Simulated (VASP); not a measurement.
# MgAlC2N2 (P-1) in VASP: further runs

MgAlC2N2 is run at these levels: PBE; tasks: single point, relaxation of cell and atoms.

Everything below comes from runs of VASP 6.6.1. Logs are shortened: lines on timing, memory, paths and dates and some standing lists are left out, and cuts for length are marked.

**1. The cell of the first run**

The typed cell holds 6 atoms: a = 3.512 Å, b = 4.012 Å, c = 7.463 Å, α = 77.84°, β = 78.83°, γ = 76.90°.

**2. Single point, PBE**

The input, INCAR:

```
  ALGO = Normal
  EDIFF = 1E-7
  ENCUT = 520
  GGA = PE
  ISIF = 2
  ISMEAR = 0
  LASPH = True
  LCHARG = False
  LREAL = False
  LWAVE = False
  NBANDS = 20
  NELM = 100
  PREC = Accurate
  SIGMA = 0.1
```

The input, KPOINTS:

```
k-points
0
Gamma
  6 4 4
```

The input, POSCAR:

```
MgAlC2N2
1.0
    3.5118798800      0.0000000000      0.0000000000
    0.9095094300      3.9070766700      0.0000000000
    1.4461398000      1.2779556100      7.2093979100
Mg Al C N
1 1 2 2
Direct
    0.0000000000      0.0000000000      0.0000000000
    0.5000000000      0.0000000000      0.5000000000
    0.1936430300      0.6127139400      0.1936430300
    0.8063569700      0.3872860600      0.8063569700
    0.3080684600      0.3838630800      0.3080684600
    0.6919315400      0.6161369200      0.6919315400
```

Potentials or basis: VASP PAW PBE potentials, release 64 (Mg, Al, C, N).

The run is started by

```sh
$ cat potpaw_PBE.64/Mg/POTCAR potpaw_PBE.64/Al/POTCAR potpaw_PBE.64/C/POTCAR potpaw_PBE.64/N/POTCAR > POTCAR
$ mpirun -np 1 vasp_std > vasp.out
```

OUTCAR:

```text
EDIFF = 1E-7
   ENCUT = 520
   GGA = PE
   ISIF = 2
   ISMEAR = 0
   LASPH = True
   LREAL = False
   NELM = 100
   PREC = Accurate

 ion  position               nearest neighbor table
   1  0.000  0.000  0.000-   3 1.98   4 1.98
   2  0.500  0.000  0.500-   5 1.96   6 1.96
   3  0.194  0.613  0.194-   5 1.17   1 1.98
   4  0.806  0.387  0.806-   6 1.17   1 1.98
   5  0.308  0.384  0.308-   3 1.17   2 1.96
   6  0.692  0.616  0.692-   4 1.17   2 1.96

  LATTYP: Found a triclinic cell.
 ALAT       =     3.5118798800
 B/A-ratio  =     2.6208930830
 C/A-ratio  =     1.1422771929
 COS(alpha) =     0.0021619810
 COS(beta)  =     0.2267232444
 COS(gamma) =     0.6059823319

  Lattice vectors:

 A1 = (   3.5118798800,   0.0000000000,   0.0000000000)
 A2 = (   5.5776199600,  -1.2779556100,  -7.2093979100)
 A3 = (   0.9095094300,   3.9070766700,   0.0000000000)

Analysis of symmetry for initial positions (statically):
=====================================================================
 Subroutine PRICEL returns:
 Original cell was already a primitive cell.

 Routine SETGRP: Setting up the symmetry group for a
 triclinic supercell.

 Subroutine GETGRP returns: Found  2 space group operations
 (whereof  2 operations were pure point group operations)
 out of a pool of  2 trial point group operations.

The static configuration has the point symmetry S_2 .

Analysis of symmetry for dynamics (positions and initial velocities):
=====================================================================
 Subroutine PRICEL returns:
 Original cell was already a primitive cell.

 Routine SETGRP: Setting up the symmetry group for a
 triclinic supercell.

 Subroutine GETGRP returns: Found  2 space group operations
 (whereof  2 operations were pure point group operations)
 out of a pool of  2 trial point group operations.

The dynamic configuration has the point symmetry S_2 .

 Subroutine INISYM returns: Found  2 space group operations
 (whereof  2 operations are pure point group operations),
 and found     1 'primitive' translations

----------------------------------------------------------------------------------------

                                     Primitive cell

  volume of cell :      98.9215

  direct lattice vectors                    reciprocal lattice vectors
     3.511879880  0.000000000  0.000000000     0.284747780 -0.066285055 -0.045367969
     0.909509430  3.907076670  0.000000000     0.000000000  0.255945835 -0.045369588
     1.446139800  1.277955610  7.209397910     0.000000000  0.000000000  0.138707838

  length of vectors
     3.511879880  4.011540291  7.463237172     0.295860202  0.259935896  0.138707838

  position of ions in fractional coordinates (direct lattice)
     0.000000000  0.000000000  0.000000000
     0.500000000  0.000000000  0.500000000
     0.193643030  0.612713940  0.193643030
     0.806356970  0.387286060  0.806356970
     0.308068460  0.383863080  0.308068460
     0.691931540  0.616136920  0.691931540

  ion indices of the primitive-cell ions
   primitive index   ion index
                 1           1
                 2           2
                 3           3
                 4           4
                 5           5
                 6           6

----------------------------------------------------------------------------------------

 KPOINTS: k-points

Automatic generation of k-mesh.
 Grid dimensions read from file:
 generate k-points for:    6    4    4

 Generating k-lattice:

  Cartesian coordinates                     Fractional coordinates (reciprocal lattice)
     0.047457963 -0.011047509 -0.007561328     0.166666667  0.000000000 -0.000000000
     0.000000000  0.063986459 -0.011342397     0.000000000  0.250000000  0.000000000
     0.000000000  0.000000000  0.034676960     0.000000000  0.000000000  0.250000000

  Length of vectors
     0.049310034  0.064983974  0.034676960

  Shift w.r.t. Gamma in fractional coordinates (k-lattice)
     0.000000000  0.000000000  0.000000000

 Subroutine IBZKPT returns following result:
 ===========================================

 Found     52 irreducible k-points:

 Following reciprocal coordinates:
            Coordinates               Weight
  0.000000  0.000000  0.000000      1.000000
  0.166667  0.000000  0.000000      2.000000
  0.333333  0.000000 -0.000000      2.000000
  0.500000  0.000000  0.000000      1.000000
  0.000000  0.250000  0.000000      2.000000
  0.166667  0.250000  0.000000      2.000000
[... 16 lines left out ...]
  0.333333  0.250000  0.250000      2.000000
  0.500000  0.250000  0.250000      2.000000
 [... further k-points ...]
   k-points           NKPTS =     52   k-points in BZ     NKDIM =     52   number of bands    NBANDS=     20
   number of dos      NEDOS =    301   number of ions     NIONS =      6
   total plane-waves  NPLWV =  47040
   dimension x,y,z NGX =    28 NGY =   30 NGZ =   56
   dimension x,y,z NGXF=    56 NGYF=   60 NGZF=  112
   ions per type =               1   1   2   2
   NGX,Y,Z   is equivalent  to a cutoff of  13.25, 12.43, 12.47 a.u.
   NGXF,Y,Z  is equivalent  to a cutoff of  26.51, 24.87, 24.95 a.u.
 SYSTEM =  unknown system
   PREC   = accura    normal or accurate (medium, high low for compatibility)
   ISTART =      0    job   : 0-new  1-cont  2-samecut
   ICHARG =      2    charge: 1-file 2-atom 10-const
   ISPIN  =      1    spin polarized calculation?
   LNONCOLLINEAR =      F non collinear calculations
   LSORBIT =      F    spin-orbit coupling
   LASPH  =      T    aspherical Exc in radial PAW
   ENCUT  =  520.0 eV  38.22 Ry    6.18 a.u.   6.53  7.46 13.88*2*pi/ulx,y,z
   NELM   =    100;   NELMIN=  2; NELMDL= -5     # of ELM steps
   EDIFF  = 0.1E-06   stopping-criterion for ELM
   LREAL  =      F    real-space projection
   EDIFFG = 0.1E-05   stopping-criterion for IOM
   NSW    =      0    number of steps for IOM
   IBRION =     -1    ionic relax: 0-MD 1-quasi-New 2-CG
   NFREE  =      0    steps in history (QN), initial steepest desc. (CG)
   ISIF   =      2    stress and relaxation
   ISYM   =      2    0-nonsym 1-usesym 2-fastsym
   POTIM  = 0.5000    time-step for ionic-motion
   TEBEG  =    0.0;   TEEND  =   0.0 temperature during run
   PSTRESS=    0.0 pullay stress
   NELECT =      23.0000    total number of electrons
   NUPDOWN=      -1.0000    fix difference up-down
   EMIN   =  10.00;   EMAX   =-10.00  energy-range for DOS
   EFERMI =   0.00;   METHOD = LEGACY
   ISMEAR =     0;   SIGMA  =   0.10  broadening in eV -4-tet -1-fermi 0-gaus
   EFERMI_NEDOS =   21; number of points for ismear=-14 and -15
   IALGO  =     38    algorithm
   IMIX   =      4    mixing-type and parameters
     AMIX     =   0.40;   BMIX     =  1.00
     AMIX_MAG =   1.60;   BMIX_MAG =  1.00
  volume/ion in A,a.u.               =      16.49       111.26
  Fermi-wavevector in a.u.,A,eV,Ry     =   1.006670  1.902331 13.787941  1.013385
  Thomas-Fermi vector in A             =   2.139427
   LORBIT       =      0    0 simple, 1 ext, 2 COOP (PROOUT), +10 PAW based schemes
   GGA     = PE    functional components
   LHFCALC =     F    Hartree Fock is set to
   AEXX    =    0.0000 exact exchange contribution
   IVDW    =     0    specifies the selected vdW correction
   LEPSILON=     F    determine dielectric tensor
   LRPA    =     F    only Hartree local field effects (RPA)
 non-spin polarized calculation
 Gauss-broadening in eV      SIGMA  =   0.10
  energy-cutoff  :      520.00
  volume of cell :       98.92
 maximum number of plane-waves:      2686
 NGX is ok and might be reduce to    28
   NGX = 13   NGY = 15   NGZ = 27

 number of electron      23.0000001 magnetization

 Free energy of the ion-electron system (eV)
  ---------------------------------------------------
  ext. energy  EPLUGINS =         0.00000000
  ---------------------------------------------------
  free energy    TOTEN  =       -35.89356906 eV

  energy without entropy =      -35.87879945  energy(sigma->0) =      -35.88618425

 E-fermi :   3.3606     XC(G=0):  -8.5913

 val. band max:        3.3593566593   @ k =   0.1667   0.2500   0.2500
 cond. band min:       3.3621944547   @ k =  -0.1667  -0.2500   0.2500
 fundamental gap:      0.0028377954
 Fermi energy:         3.3605806837

 k-point     1 :       0.0000    0.0000    0.0000
  band No.  band energies     occupation
      1     -16.5881      2.00000
      2     -16.4708      2.00000
      3      -6.7824      2.00000
      4      -5.7341      2.00000
      5      -4.7539      2.00000
      6      -2.9619      2.00000
[... 12 lines left out ...]
     19       9.1080      0.00000
     20      10.3758      0.00000

 k-point     2 :       0.1667    0.0000    0.0000
  band No.  band energies     occupation
      1     -16.5491      2.00000
      2     -16.4475      2.00000
      3      -6.7063      2.00000
      4      -5.8120      2.00000
      5      -4.5583      2.00000
      6      -3.0950      2.00000
[... 12 lines left out ...]
     19       8.8352      0.00000
     20       9.7591      0.00000

 k-point     3 :       0.3333    0.0000   -0.0000
  band No.  band energies     occupation
      1     -16.4640      2.00000
      2     -16.4053      2.00000
      3      -6.5616      2.00000
      4      -5.9427      2.00000
      5      -4.1089      2.00000
      6      -3.2592      2.00000
[... 12 lines left out ...]
     19       8.5769      0.00000
     20       8.9956      0.00000

 k-point     4 :       0.5000    0.0000    0.0000
  band No.  band energies     occupation
      1     -16.4031      2.00000
      2     -16.4012      2.00000
      3      -6.4969      2.00000
      4      -6.0018      2.00000
      5      -3.7656      2.00000
      6      -3.3812      2.00000
[... 429 lines left out ...]
 k-point    23 :       0.3333    0.2500    0.2500
  band No.  band energies     occupation
      1     -16.4585      2.00000
      2     -16.3807      2.00000
      3      -6.4600      2.00000
      4      -5.8672      2.00000
      5      -4.3186      2.00000
      6      -3.2091      2.00000
[... 12 lines left out ...]
     19       9.2301      0.00000
     20       9.6623      0.00000

 k-point    24 :       0.5000    0.2500    0.2500
  band No.  band energies     occupation
      1     -16.4060      2.00000
      2     -16.3642      2.00000
      3      -6.4083      2.00000
      4      -5.9813      2.00000
      5      -3.8162      2.00000
      6      -3.3470      2.00000
[... 12 lines left out ...]
     19       8.6860      0.00000
     20       9.1084      0.00000

 [... further k-points ...]

------------------------ aborting loop because EDIFF is reached ----------------------------------------

  FORCE on cell =-STRESS in cart. coord.  units (eV):
  Direction    XX          YY          ZZ          XY          YZ          ZX
  --------------------------------------------------------------------------------------
  -------------------------------------------------------------------------------------
  Total       -2.0585643      7.4495762      4.3578982     -1.7819727     -6.5390299      2.4456576
  in kB      -33.3414464    120.6567349     70.5825067    -28.8616425   -105.9091104     39.6109861
  external PRESSURE =      52.6325984 kB  Pullay stress =       0.0000000 kB

 VOLUME and BASIS-vectors are now :
 -----------------------------------------------------------------------------
  energy-cutoff  :      520.00
  volume of cell :       98.92
      direct lattice vectors                 reciprocal lattice vectors
     3.511879880  0.000000000  0.000000000     0.284747780 -0.066285055 -0.045367969
     0.909509430  3.907076670  0.000000000     0.000000000  0.255945835 -0.045369588
     1.446139800  1.277955610  7.209397910     0.000000000  0.000000000  0.138707838

 POSITION                                       TOTAL-FORCE (eV/Angst)
 -----------------------------------------------------------------------------------
      0.00000      0.00000      0.00000        -0.000000      0.000000      0.000000
      2.47901      0.63898      3.60470         0.000000      0.000000      0.000000
      1.51736      2.64139      1.39605        -0.453535      1.551325     -1.481214
      4.35017      2.54364      5.81335         0.453535     -1.551325      1.481214
      1.87654      1.89348      2.22099         1.100595     -2.239414      2.039108
      3.99099      3.29155      4.98841        -1.100595      2.239414     -2.039108
 -----------------------------------------------------------------------------------
    total drift:                               -0.000000     -0.000000     -0.000000

  FREE ENERGIE OF THE ION-ELECTRON SYSTEM (eV)
  ---------------------------------------------------
  free  energy   TOTEN  =       -35.8935690589 eV

  energy  without entropy=      -35.8787994457  energy(sigma->0) =      -35.88618425
```

Run time: 87 s. Hardware: 1 thread of Intel Xeon Platinum 8259CL at 2.50GHz (Skylake/Cascade Lake), shared host; peak memory 0.27 GiB.

What came out:

```
Free energy            : -35.8936 eV
Pressure               : 5.3 GPa
Largest force          : 3.222 eV/Å
Band gap on the k mesh : zero (an odd number of electrons rules out a gap without spin polarisation)
```

Forces in eV/Å, atoms in the order of the input:
```
Mg   0.000  0.000  0.000
Al   0.000  0.000  0.000
C   -0.454  1.551 -1.481
C    0.454 -1.551  1.481
N    1.101 -2.239  2.039
N   -1.101  2.239 -2.039
```

Stress tensor (GPa, compression positive):
```
 -3.33  -2.89   3.96
 -2.89  12.07 -10.59
  3.96 -10.59   7.06
```

Caveat: the k points lie up to 0.41 Å⁻¹ apart, too coarse for converged energies and pressures of a metal; an odd number of electrons without spin polarisation forces a metal; a magnetic or distorted state may lie lower.

(Part 1 of 2 ends here.)

The gap in the log of VASP goes by the Fermi energy; the results here count the filled bands.